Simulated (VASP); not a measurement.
Set up this calculation in VASP 6.6.1, as the native input.

| Quantity | Value |
| --- | --- |
| Task | single point |
| Functional | PBE |
| Potentials or basis | VASP PAW PBE potentials, release 64 (Ta_pv, H) |
| Cutoff | 520 eV |
| k mesh | 6 × 6 × 6 |
| Occupations | gaussian, width 0.1 eV |
| Spin | no spin polarisation |
| Dipole correction | no |
| Further INCAR settings | ALGO = Normal; EDIFF = 1e-06; NBANDS = 25 |

The structure of Ta3H lies in POSCAR:

```
Ta3H
1.0
   -1.9958474125      1.9958474125      4.0363483490
    1.9958474125     -1.9958474125      4.0363483490
    1.9958474125      1.9958474125     -4.0363483490
Ta H
3 1
Direct
    0.5000000000      0.5000000000      0.0000000000
    0.2500000000      0.7500000000      0.5000000000
    0.7500000000      0.2500000000      0.5000000000
    0.0000000000      0.0000000000      0.0000000000
```

One way to write it, as run:

INCAR

```
SYSTEM = Ta3H
  ALGO = Normal
  EDIFF = 1E-6
  ENCUT = 520
  GGA = PE
  ISIF = 2
  ISMEAR = 0
  LASPH = .TRUE.
  LCHARG = .FALSE.
  LREAL = .FALSE.
  LWAVE = .FALSE.
  NBANDS = 25
  NELM = 80
  PREC = Accurate
  SIGMA = 0.1
```

KPOINTS

```
k-points
0
G
  6 6 6
  0 0 0
```

Potentials or basis: VASP PAW PBE potentials, release 64 (Ta_pv, H).

The run is started by

```sh
$ cat potpaw_PBE.64/Ta_pv/POTCAR potpaw_PBE.64/H/POTCAR > POTCAR
$ mpirun -np 1 vasp_std > vasp.out
```

It gave:

```json
{"Pressure": "0.1 GPa", "Band gap on the k mesh": "zero (bands 17 and 18 overlap by 1.26 eV)"}
```

Caveat: spin-orbit coupling is left out, which moves the levels of the heavy elements.

It took 85 s on 1 thread of Intel Xeon 8259CL (shared host), peak memory 0.25 GiB.
